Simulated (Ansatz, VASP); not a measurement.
**Ga3BAs4: VASP beside Ansatz**

```xyz
8
Lattice="5.5170 0.0000 0.0000 0.0000 5.5170 0.0000 -2.7585 -2.7585 5.4754" Properties=species:S:1:pos:R:3 pbc="T T T"
Ga    2.7585    2.7585    0.0000
Ga    2.7585    0.0000    2.7377
Ga    0.0000    2.7585    2.7377
B     0.0000    0.0000    0.0000
As   -1.5432    1.5432    4.2194
As    4.3016    4.3016    1.2560
As    1.5432   -1.5432    4.2194
As    1.2153    1.2153    1.2560
```

Alike in both runs: task single point; functional PBE; k mesh 4 × 4 × 4; occupations gaussian, width 0.1 eV; no spin polarisation.

|  | VASP | Ansatz |
| --- | --- | --- |
| version | VASP 6.6.1 | Ansatz 0.2.0 |
| potentials or method | VASP PAW PBE potentials, release 64 (Ga_d, B, As), cutoff 520 eV | scalar-relativistic, plane waves, PAW |
| valence electrons in the cell | 62 | 102 |

```tsv
	VASP	Ansatz	Ansatz less VASP
gap on the k mesh at the Fermi level (eV)	0.66	0.66	-0.003
least direct gap on the mesh (eV)	0.66	0.66	-0.003
pressure (GPa)	0.2	0.0	-0.21
rms of the force components (eV/Å)	0.007	0.002	-0.0049
```

Atom by atom the forces differ by 0.005 eV/Å (rms over components). VASP's potentials hold 62 valence electrons a cell and Ansatz's 102, so a difference there can come from the potentials and not from the codes.
